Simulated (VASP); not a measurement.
A run of VASP 6.6.1 is set up as follows.

The input INCAR:

```
SYSTEM = Nb32H
ALGO = Normal ; EDIFF = 1E-7
ENCUT = 520 ; GGA = PE
ISIF = 2 ; ISMEAR = 1
LASPH = .True. ; LCHARG = .True.
LELF = .True. ; LREAL = Auto
LVHAR = .True. ; LWAVE = .False.
NBANDS = 230 ; NELM = 60
PREC = Accurate ; SIGMA = 0.1
```

The input KPOINTS:

```
k-points
0
Gamma
  1 1 1
  0 0 0
```

The input POSCAR:

```
Nb32H
1.0
    0.0000000000      6.6171497900      6.6171497900
    6.6171497900      0.0000000000      6.6171497900
    6.6171497900      6.6171497900      0.0000000000
Nb H
32 1
Direct
    0.0000994386     -0.0015978178     -0.0012283234
    0.1224904265      0.1276400757      0.1265188981
    0.2530229106      0.2478490819      0.2487712312
    0.3789107213      0.3755486998      0.3716316055
    0.0024650341     -0.0003187928      0.4967645594
    0.1251031828      0.1264339673      0.6253776371
    0.2524627752      0.2414955155      0.7559564403
    0.3753823140      0.3748384242      0.8782139115
    0.0021356627      0.4981593442     -0.0003474306
    0.1243035939      0.6259780467      0.1285335117
    0.2523798845      0.7512898541      0.2446109808
    0.3749256219      0.8784138465      0.3756368042
   -0.0056939167      0.4992239264      0.4980964017
    0.1194391128      0.6328462605      0.6309336546
    0.2535405806      0.7483838446      0.7479785341
    0.3734843669      0.8762730456      0.8761451960
    0.5043280122     -0.0015833101     -0.0014669458
    0.6254905256      0.1255641064      0.1247983688
    0.7509513397      0.2486418703      0.2499029873
    0.8741506062      0.3755323030      0.3768571937
    0.5018638848     -0.0006934254      0.4972999863
    0.6221761076      0.1281147514      0.6260679645
    0.7516539081      0.2469270837      0.7502777869
    0.8717725430      0.3757242285      0.8786814088
    0.5006123641      0.4991712603     -0.0005392050
    0.6222757729      0.6260778630      0.1283691660
    0.7519316712      0.7508395091      0.2460736951
    0.8721791380      0.8778371632      0.3752843866
    0.5054788098      0.4977945346      0.4983892015
    0.6238271206      0.6261214619      0.6279158901
    0.7506327736      0.7496533489      0.7483066966
    0.8728258666      0.8771570365      0.8773592384
    0.1865165576      0.4404876862      0.5638066416
```

Potentials or basis: VASP PAW PBE potentials, release 64 (Nb_sv, H).

Command:

```console
$ cat potpaw_PBE.64/Nb_sv/POTCAR potpaw_PBE.64/H/POTCAR > POTCAR
$ mpirun -np 1 vasp_gam > vasp.out
```

Estimate the band gap on the k mesh.

zero (an odd number of electrons rules out a gap without spin polarisation).

What does it give for the pressure?

-5.0 GPa.

Stress tensor (GPa, compression positive):
```
-5.69  0.00  0.04
 0.00 -4.54  0.00
 0.04  0.00 -4.64
```

Caveat: the k points lie up to 0.82 Å⁻¹ apart, too coarse for converged energies and pressures of a metal.
